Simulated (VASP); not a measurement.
# Ba (Fm-3m) in VASP: further runs

The runs below take Ba through single point, relaxation of cell and atoms, with PBE.

Program: VASP 6.6.1. These are calculated values, not measurements. Logs are shortened: lines on timing, memory, paths and dates and some standing lists are left out, and cuts for length are marked.

**1. The cell of the first run**

The structure is cubic, space group Fm-3m (No. 225). Conventional cell: a = 5.832 Å, b = 5.832 Å, c = 5.832 Å, α = 90.00°, β = 90.00°, γ = 90.00°. Within 5.4 Å of Ba (site symmetry m-3m) lie 12 Ba at 4.12 Å.

This isn't the form of Ba at room conditions, which is bcc.

**2. Single point, PBE (49.58 Å³/atom)**

The input, INCAR:

```
SYSTEM = Ba
ALGO     = Normal         ! electronic algorithm
EDIFF    = 1E-6           ! SCF threshold, eV
ENCUT    = 520            ! plane-wave cutoff, eV
GGA      = PE             ! functional
ISIF     = 2              ! what is computed and relaxed
ISMEAR   = -1             ! smearing method
LASPH    = .TRUE.         ! aspherical terms in the spheres
LCHARG   = .FALSE.        ! write CHGCAR
LREAL    = .FALSE.        ! projectors in reciprocal space
LWAVE    = .FALSE.        ! write WAVECAR
NBANDS   = 11             ! bands
NELM     = 80             ! most SCF steps
PREC     = Accurate       ! precision mode
SIGMA    = 0.05           ! smearing width, eV
```

The input, KPOINTS:

```
k-points
0
G
  11 11 11
  0 0 0
```

The input, POSCAR:

```
Ba
1.0
    0.0000000000      2.9158117632      2.9158117632
    2.9158117632      0.0000000000      2.9158117632
    2.9158117632      2.9158117632      0.0000000000
Ba
1
Direct
    0.0000000000      0.0000000000      0.0000000000
```

Potentials or basis: VASP PAW PBE potentials, release 64 (Ba_sv).

Run with:

```sh
> cat potpaw_PBE.64/Ba_sv/POTCAR > POTCAR
> mpirun -np 1 vasp_std > vasp.out
```

OUTCAR:

```text
SYSTEM = Ba
   EDIFF = 1E-6
   ENCUT = 520
   GGA = PE
   ISIF = 2
   ISMEAR = -1
   LASPH = .TRUE.
   LREAL = .FALSE.
   NELM = 80
   PREC = Accurate

 ion  position               nearest neighbor table
   1  0.000  0.000  0.000-

  LATTYP: Found a face centered cubic cell.
 ALAT       =     5.8316235264

  Lattice vectors:

 A1 = (   0.0000000000,   2.9158117632,   2.9158117632)
 A2 = (   2.9158117632,   0.0000000000,   2.9158117632)
 A3 = (   2.9158117632,   2.9158117632,   0.0000000000)

Analysis of symmetry for initial positions (statically):
=====================================================================
 Subroutine PRICEL returns:
 Original cell was already a primitive cell.

 Routine SETGRP: Setting up the symmetry group for a
 face centered cubic supercell.

 Subroutine GETGRP returns: Found 48 space group operations
 (whereof 48 operations were pure point group operations)
 out of a pool of 48 trial point group operations.

The static configuration has the point symmetry O_h .

Analysis of symmetry for dynamics (positions and initial velocities):
=====================================================================
 Subroutine PRICEL returns:
 Original cell was already a primitive cell.

 Routine SETGRP: Setting up the symmetry group for a
 face centered cubic supercell.

 Subroutine GETGRP returns: Found 48 space group operations
 (whereof 48 operations were pure point group operations)
 out of a pool of 48 trial point group operations.

The dynamic configuration has the point symmetry O_h .

 Subroutine INISYM returns: Found 48 space group operations
 (whereof 48 operations are pure point group operations),
 and found     1 'primitive' translations

----------------------------------------------------------------------------------------

                                     Primitive cell

  volume of cell :      49.5802

  direct lattice vectors                    reciprocal lattice vectors
     0.000000000  2.915811763  2.915811763    -0.171478834  0.171478834  0.171478834
     2.915811763  0.000000000  2.915811763     0.171478834 -0.171478834  0.171478834
     2.915811763  2.915811763  0.000000000     0.171478834  0.171478834 -0.171478834

  length of vectors
     4.123580541  4.123580541  4.123580541     0.297010052  0.297010052  0.297010052

  position of ions in fractional coordinates (direct lattice)
     0.000000000  0.000000000  0.000000000
[... 81 lines left out ...]
   NFREE  =      0    steps in history (QN), initial steepest desc. (CG)
   ISIF   =      2    stress and relaxation
   ISYM   =      2    0-nonsym 1-usesym 2-fastsym
   POTIM  = 0.5000    time-step for ionic-motion
   TEBEG  =    0.0;   TEEND  =   0.0 temperature during run
   PSTRESS=    0.0 pullay stress
   NELECT =      10.0000    total number of electrons
   NUPDOWN=      -1.0000    fix difference up-down
   EMIN   =  10.00;   EMAX   =-10.00  energy-range for DOS
   EFERMI =   0.00;   METHOD = LEGACY
   ISMEAR =    -1;   SIGMA  =   0.05  broadening in eV -4-tet -1-fermi 0-gaus
   EFERMI_NEDOS =   21; number of points for ismear=-14 and -15
   IALGO  =     38    algorithm
   IMIX   =      4    mixing-type and parameters
     AMIX     =   0.40;   BMIX     =  1.00
     AMIX_MAG =   1.60;   BMIX_MAG =  1.00
  volume/ion in A,a.u.               =      49.58       334.58
  Fermi-wavevector in a.u.,A,eV,Ry     =   0.960075  1.814279 12.541099  0.921745
  Thomas-Fermi vector in A             =   2.089328
   LORBIT       =      0    0 simple, 1 ext, 2 COOP (PROOUT), +10 PAW based schemes
   GGA     = PE    functional components
   LHFCALC =     F    Hartree Fock is set to
   AEXX    =    0.0000 exact exchange contribution
   IVDW    =     0    specifies the selected vdW correction
   LEPSILON=     F    determine dielectric tensor
   LRPA    =     F    only Hartree local field effects (RPA)
 non-spin polarized calculation
  energy-cutoff  :      520.00
  volume of cell :       49.58
 maximum number of plane-waves:      1363
   NGX = 15   NGY = 15   NGZ = 15

 number of electron      10.0000000 magnetization

 number of electron       9.9999999 magnetization

 Free energy of the ion-electron system (eV)
  ---------------------------------------------------
  ext. energy  EPLUGINS =         0.00000000
  ---------------------------------------------------
  free energy    TOTEN  =        -1.77625866 eV

  energy without entropy =       -1.76063812  energy(sigma->0) =       -1.76844839

 E-fermi :   2.5486     XC(G=0):  -8.2160

 val. band max:        2.5360129572   @ k =  -0.4545   0.3636   0.0000
 cond. band min:       2.5617490925   @ k =   0.4545   0.3636   0.0909
 fundamental gap:      0.0257361353
 Fermi energy:         2.5485885003

 k-point     1 :       0.0000    0.0000    0.0000
  band No.  band energies     occupation
      1     -25.9909      2.00000
      2     -10.7342      2.00000
      3     -10.7342      2.00000
      4     -10.7342      2.00000
      5      -0.2636      2.00000
      6       4.5700      0.00000
      7       4.5700      0.00000
      8       4.5700      0.00000
      9       6.6281      0.00000
     10       6.6281      0.00000
     11       9.1188      0.00000
[... 309 lines left out ...]
 k-point    24 :      -0.1818    0.1818    0.0000
  band No.  band energies     occupation
      1     -25.9171      2.00000
      2     -11.2859      2.00000
      3     -10.9617      2.00000
      4     -10.7943      2.00000
      5       1.4190      2.00000
      6       3.4859      0.00000
      7       4.2995      0.00000
      8       5.3737      0.00000
      9       5.4829      0.00000
     10       7.7270      0.00000
     11      10.7908      0.00000

 [... further k-points ...]

------------------------ aborting loop because EDIFF is reached ----------------------------------------

  FORCE on cell =-STRESS in cart. coord.  units (eV):
  Direction    XX          YY          ZZ          XY          YZ          ZX
  --------------------------------------------------------------------------------------
  -------------------------------------------------------------------------------------
  Total        0.9395508      0.9395508      0.9395508     -0.0000000      0.0000000     -0.0000000
  in kB       30.3614423     30.3614423     30.3614423     -0.0000000      0.0000000     -0.0000000
  external PRESSURE =      30.3614423 kB  Pullay stress =       0.0000000 kB

 VOLUME and BASIS-vectors are now :
 -----------------------------------------------------------------------------
  energy-cutoff  :      520.00
  volume of cell :       49.58
      direct lattice vectors                 reciprocal lattice vectors
     0.000000000  2.915811763  2.915811763    -0.171478834  0.171478834  0.171478834
     2.915811763  0.000000000  2.915811763     0.171478834 -0.171478834  0.171478834
     2.915811763  2.915811763  0.000000000     0.171478834  0.171478834 -0.171478834

 POSITION                                       TOTAL-FORCE (eV/Angst)
 -----------------------------------------------------------------------------------
      0.00000      0.00000      0.00000         0.000000     -0.000000      0.000000
 -----------------------------------------------------------------------------------
    total drift:                                0.000000      0.000000     -0.000000

  FREE ENERGIE OF THE ION-ELECTRON SYSTEM (eV)
  ---------------------------------------------------
  free  energy   TOTEN  =        -1.7762586564 eV

  energy  without entropy=       -1.7606381240  energy(sigma->0) =       -1.76844839
```

stdout:

```text
POSCAR found type information on POSCAR Ba
 POSCAR found :  1 types and       1 ions
 scaLAPACK will be used
 LDA part: xc-table for (Slater+PW92), standard interpolation
 POSCAR, INCAR and KPOINTS ok, starting setup
 FFT: planning ... GRIDC
 FFT: planning ... GRID_SOFT
 FFT: planning ... GRID
 WAVECAR not read
 entering main loop
```

Wall time 19 s (1 thread of Intel Xeon 8259CL, shared host); peak memory 0.19 GiB.

Results:

| Item | Value |
| --- | --- |
| Free energy | -1.7763 eV |
| Pressure | 3.0 GPa |
| Band gap on the k mesh | zero (bands 5 and 6 overlap by 0.54 eV) |

Caveat: the cell stands under pressure; spin-orbit coupling is left out, which moves the levels of the heavy elements.

**3. Single point, PBE**

The input, INCAR:

```
PREC = Accurate
ENCUT = 520
EDIFF = 1E-7
ISMEAR = -1
SIGMA = 0.05
LREAL = F
LASPH = T
NELM = 80
ALGO = Normal
ISIF = 2
LWAVE = F
LCHARG = F
GGA = PE
NBANDS = 11
```

The input, KPOINTS:

```
regular mesh
0
Gamma
  11 11 11
```

The input, POSCAR:

```
Ba
1.0
    0.0000000000      2.9169398937      2.9169398937
    2.9169398937      0.0000000000      2.9169398937
    2.9169398937      2.9169398937      0.0000000000
Ba
1
Direct
    0.0000000000      0.0000000000      0.0000000000
```

Potentials or basis: VASP PAW PBE potentials, release 64 (Ba_sv).

Run with:

```sh
> cat potpaw_PBE.64/Ba_sv/POTCAR > POTCAR
> mpirun -np 1 vasp_std > vasp.out
```

OUTCAR:

```text
PREC = Accurate
   ENCUT = 520
   EDIFF = 1E-7
   ISMEAR = -1
   LREAL = F
   LASPH = T
   NELM = 80
   ISIF = 2
   GGA = PE

 ion  position               nearest neighbor table
   1  0.000  0.000  0.000-

  LATTYP: Found a face centered cubic cell.
 ALAT       =     5.8338797874

  Lattice vectors:

 A1 = (   0.0000000000,   2.9169398937,   2.9169398937)
 A2 = (   2.9169398937,   0.0000000000,   2.9169398937)
 A3 = (   2.9169398937,   2.9169398937,   0.0000000000)

Analysis of symmetry for initial positions (statically):
=====================================================================
 Subroutine PRICEL returns:
 Original cell was already a primitive cell.

 Routine SETGRP: Setting up the symmetry group for a
 face centered cubic supercell.

 Subroutine GETGRP returns: Found 48 space group operations
 (whereof 48 operations were pure point group operations)
 out of a pool of 48 trial point group operations.

The static configuration has the point symmetry O_h .

Analysis of symmetry for dynamics (positions and initial velocities):
=====================================================================
 Subroutine PRICEL returns:
 Original cell was already a primitive cell.

 Routine SETGRP: Setting up the symmetry group for a
 face centered cubic supercell.

 Subroutine GETGRP returns: Found 48 space group operations
 (whereof 48 operations were pure point group operations)
 out of a pool of 48 trial point group operations.

The dynamic configuration has the point symmetry O_h .

 Subroutine INISYM returns: Found 48 space group operations
 (whereof 48 operations are pure point group operations),
 and found     1 'primitive' translations

----------------------------------------------------------------------------------------

                                     Primitive cell

  volume of cell :      49.6378

  direct lattice vectors                    reciprocal lattice vectors
     0.000000000  2.916939894  2.916939894    -0.171412514  0.171412514  0.171412514
[... 110 lines left out ...]
   LHFCALC =     F    Hartree Fock is set to
   AEXX    =    0.0000 exact exchange contribution
   IVDW    =     0    specifies the selected vdW correction
   LEPSILON=     F    determine dielectric tensor
   LRPA    =     F    only Hartree local field effects (RPA)
 non-spin polarized calculation
  energy-cutoff  :      520.00
  volume of cell :       49.64
 maximum number of plane-waves:      1363
   NGX = 15   NGY = 15   NGZ = 15

 number of electron      10.0000000 magnetization

 number of electron       9.9999999 magnetization

 Free energy of the ion-electron system (eV)
  ---------------------------------------------------
  ext. energy  EPLUGINS =         0.00000000
  ---------------------------------------------------
  free energy    TOTEN  =        -1.77734715 eV

  energy without entropy =       -1.76175212  energy(sigma->0) =       -1.76954964

 E-fermi :   2.5437     XC(G=0):  -8.2118

 val. band max:        2.5318316507   @ k =  -0.4545   0.3636   0.0000
 cond. band min:       2.5579949228   @ k =   0.4545   0.3636   0.0909
 fundamental gap:      0.0261632721
 Fermi energy:         2.5437436005

 k-point     1 :       0.0000    0.0000    0.0000
  band No.  band energies     occupation
      1     -25.9969      2.00000
      2     -10.7417      2.00000
      3     -10.7417      2.00000
      4     -10.7417      2.00000
      5      -0.2686      2.00000
      6       4.5642      0.00000
      7       4.5642      0.00000
      8       4.5642      0.00000
      9       6.6196      0.00000
     10       6.6196      0.00000
     11       9.1113      0.00000
[... 309 lines left out ...]
 k-point    24 :      -0.1818    0.1818    0.0000
  band No.  band energies     occupation
      1     -25.9234      2.00000
      2     -11.2915      2.00000
      3     -10.9684      2.00000
      4     -10.8016      2.00000
      5       1.4121      2.00000
      6       3.4807      0.00000
      7       4.2938      0.00000
      8       5.3671      0.00000
      9       5.4761      0.00000
     10       7.7169      0.00000
     11      10.7801      0.00000

 [... further k-points ...]

------------------------ aborting loop because EDIFF is reached ----------------------------------------

  FORCE on cell =-STRESS in cart. coord.  units (eV):
  Direction    XX          YY          ZZ          XY          YZ          ZX
  --------------------------------------------------------------------------------------
  -------------------------------------------------------------------------------------
  Total        0.9357400      0.9357400      0.9357400      0.0000000     -0.0000000      0.0000000
  in kB       30.2032252     30.2032252     30.2032252      0.0000000     -0.0000000      0.0000000
  external PRESSURE =      30.2032252 kB  Pullay stress =       0.0000000 kB

 VOLUME and BASIS-vectors are now :
 -----------------------------------------------------------------------------
  energy-cutoff  :      520.00
  volume of cell :       49.64
      direct lattice vectors                 reciprocal lattice vectors
     0.000000000  2.916939894  2.916939894    -0.171412514  0.171412514  0.171412514
     2.916939894  0.000000000  2.916939894     0.171412514 -0.171412514  0.171412514
     2.916939894  2.916939894  0.000000000     0.171412514  0.171412514 -0.171412514

 POSITION                                       TOTAL-FORCE (eV/Angst)
 -----------------------------------------------------------------------------------
      0.00000      0.00000      0.00000         0.000000      0.000000      0.000000
 -----------------------------------------------------------------------------------
    total drift:                                0.000000      0.000000      0.000000

  FREE ENERGIE OF THE ION-ELECTRON SYSTEM (eV)
  ---------------------------------------------------
  free  energy   TOTEN  =        -1.7773471474 eV

  energy  without entropy=       -1.7617521241  energy(sigma->0) =       -1.76954964
```

OSZICAR:

```text
N       E                     dE             d eps       ncg     rms          rms(c)
DAV:   1     0.499672103385E+02    0.49967E+02   -0.45444E+03  1232   0.780E+02
DAV:   2     0.215716626350E+00   -0.49751E+02   -0.48551E+02  1538   0.140E+02
DAV:   3    -0.174352745882E+01   -0.19592E+01   -0.19386E+01  1600   0.280E+01
DAV:   4    -0.178910997822E+01   -0.45583E-01   -0.45517E-01  1533   0.394E+00
DAV:   5    -0.179034390099E+01   -0.12339E-02   -0.12338E-02  1671   0.497E-01    0.233E+00
DAV:   6    -0.178171869681E+01    0.86252E-02   -0.76066E-03  1772   0.705E-01    0.135E+00
DAV:   7    -0.177728834398E+01    0.44304E-02   -0.10771E-02  1881   0.915E-01    0.675E-02
DAV:   8    -0.177734211281E+01   -0.53769E-04   -0.13632E-04  1441   0.976E-02    0.139E-02
DAV:   9    -0.177734861109E+01   -0.64983E-05   -0.58474E-06  1540   0.182E-02    0.412E-03
DAV:  10    -0.177734714206E+01    0.14690E-05   -0.10854E-06  1494   0.613E-03    0.983E-04
DAV:  11    -0.177734714735E+01   -0.52919E-08   -0.90254E-09   883   0.683E-04
   1 F= -.17773471E+01 E0= -.17695496E+01  d E =-.155950E-01
```

stdout:

```text
POSCAR found type information on POSCAR Ba
 POSCAR found :  1 types and       1 ions
 scaLAPACK will be used
 LDA part: xc-table for (Slater+PW92), standard interpolation
 POSCAR, INCAR and KPOINTS ok, starting setup
 FFT: planning ... GRIDC
 FFT: planning ... GRID_SOFT
 FFT: planning ... GRID
 WAVECAR not read
 entering main loop
```

Run time: 20 s. Hardware: 1 thread of Intel Xeon 8259CL, shared host; peak memory 0.19 GiB.

What came out:

| Item | Value |
| --- | --- |
| Free energy | -1.7773 eV |
| Pressure | 3.0 GPa |
| Band gap on the k mesh | zero (bands 5 and 6 overlap by 0.54 eV) |

Caveat: the cell stands under pressure; spin-orbit coupling is left out, which moves the levels of the heavy elements.

(Continued in part 2 of 2.)

The gap in the log of VASP goes by the Fermi energy; the results here count the filled bands.